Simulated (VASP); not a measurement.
Pd:

```
Pd
1.0
     2.78367    0.00000    0.00000
    -1.39183    2.41072    0.00000
     0.00000    0.00000    4.62889
Pd
2
Direct
  0.33333 0.66667 0.25000
  0.66667 0.33333 0.75000
```

This isn't the form of Pd at room conditions, which is fcc.

```yaml
Program: VASP 6.6.1
Task: relaxation of cell and atoms
Functional: PBEsol
Potentials_or_basis: VASP PAW PBE potentials, release 64 (Pd)
Cutoff: 600 eV
k_mesh: 11 × 11 × 6
Occupations: fermi-dirac, width 0.05 eV
Spin: no spin polarisation
```

At the start: pressure -10.6 GPa; volume 15.53 Å³/atom.

**Question.** Where does the relaxation end?

**Answer.** Over 4 steps the energy falls by 33.2 meV/atom and the volume is 14.60 Å³/atom (-6.0 %); space group P6_3/mmc (No. 194, to 0.1 Å) before and after.

The path:
```csv
step,energy change (eV),largest force (eV/Å),pressure (GPa),volume (Å³)
1,0.0000,0.0000,-10.61,31.06
2,0.1024,0.0000,23.54,26.66
3,-0.0663,0.0000,-0.31,29.24
4,-0.0664,0.0000,-0.03,29.20
```

Final structure:
```xyz
2
Lattice="2.7260 0.0000 0.0000 -1.3630 2.3608 0.0000 0.0000 0.0000 4.5370" Properties=species:S:1:pos:R:3 pbc="T T T"
Pd    0.0000    1.5739    1.1343
Pd    1.3630    0.7869    3.4027
```

Caveat: the PAW data sets were made with another functional, which shifts forces and pressure a little.
